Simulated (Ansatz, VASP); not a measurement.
**One calculation of KCl, two programs**

```
K Cl
1.0
     0.00000    3.20344    3.15610
     3.20344    0.00000    3.15610
     3.20344    3.20344    0.00000
K Cl
1 1
Direct
  0.00000 0.00000 0.00000
  0.50000 0.50000 0.50000
```

Change from the starting cell: strain +0.0150 x Voigt [1, 1, 0, 0, 0, 0], atoms carried along.

Alike in both runs: task single point; functional r2SCAN; k mesh 6 × 6 × 6; occupations gaussian, width 0.05 eV; no spin polarisation.

|  | VASP | Ansatz |
| --- | --- | --- |
| version | VASP 6.6.1 | Ansatz 0.2.0 |
| potentials or method | VASP PAW PBE potentials, release 64 (K_sv, Cl), cutoff 520 eV | scalar-relativistic, plane waves, PAW |
| valence electrons in the cell | 16 | 16 |

Ansatz gave:

- gap on the k mesh at the Fermi level (eV): 5.68
- least direct gap on the mesh (eV): 5.68
- pressure (GPa): -0.7
- traceless stress, the component that is largest in VASP (GPa): 0.33

Task: What did VASP give for the same quantities?

Result: gap on the k mesh at the Fermi level (eV): 5.69; least direct gap on the mesh (eV): 5.69; pressure (GPa): -0.7; traceless stress, the component that is largest in VASP (GPa): 0.34.

VASP's potentials were made for PBE, not for r2SCAN.
